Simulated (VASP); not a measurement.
Set up this calculation in VASP 6.6.1, as the native input.

```yaml
Task: single point
Functional: LDA
Potentials_or_basis: VASP PAW LDA potentials, release 64 (Cd)
Cutoff: 520 eV
k_mesh: 21 × 21 × 9
Occupations: fermi-dirac, width 0.1 eV
Spin: no spin polarisation
Dipole_correction: no
Further_INCAR_settings: ALGO = Normal; EDIFF = 1e-06; NBANDS = 19
```

The structure of Cd lies in POSCAR:

```
Cd
1.0
    2.7616442453      0.0000000000      0.0000000000
   -1.3808221226      2.3916540727      0.0000000000
    0.0000000000      0.0000000000      5.4031603140
Cd
2
Direct
    0.3333333333      0.6666666667      0.2500000000
    0.6666666667      0.3333333333      0.7500000000
```

The input as run:

INCAR

```
SYSTEM = Cd
ALGO     = Normal         ! electronic algorithm
EDIFF    = 1E-6           ! SCF threshold, eV
ENCUT    = 520            ! plane-wave cutoff, eV
ISIF     = 2              ! what is computed and relaxed
ISMEAR   = -1             ! smearing method
LASPH    = .True.         ! aspherical terms in the spheres
LCHARG   = .True.         ! write CHGCAR
LELF     = .True.         ! ELF
LREAL    = .False.        ! projectors in reciprocal space
LVHAR    = .True.       
LWAVE    = .False.        ! write WAVECAR
NBANDS   = 19             ! bands
NELM     = 100            ! most SCF steps
PREC     = Accurate       ! precision mode
SIGMA    = 0.1            ! smearing width, eV
```

KPOINTS

```
k-points
0
Gamma
  21 21 9
  0 0 0
```

Potentials or basis: VASP PAW LDA potentials, release 64 (Cd).

Run with:

```console
$ cat potpaw_LDA.64/Cd/POTCAR > POTCAR
$ mpirun -np 1 vasp_std > vasp.out
```

It gave:

* Pressure: 14.8 GPa
* Band gap on the k mesh: zero (bands 12 and 13 overlap by 5.12 eV)

Caveat: the stress differs along the axes, from 8 to 18 GPa.

Wall time 65 s on 1 thread of AMD EPYC 9R45 96-Core Processor (Zen 5) (shared host), peak memory 0.21 GiB.
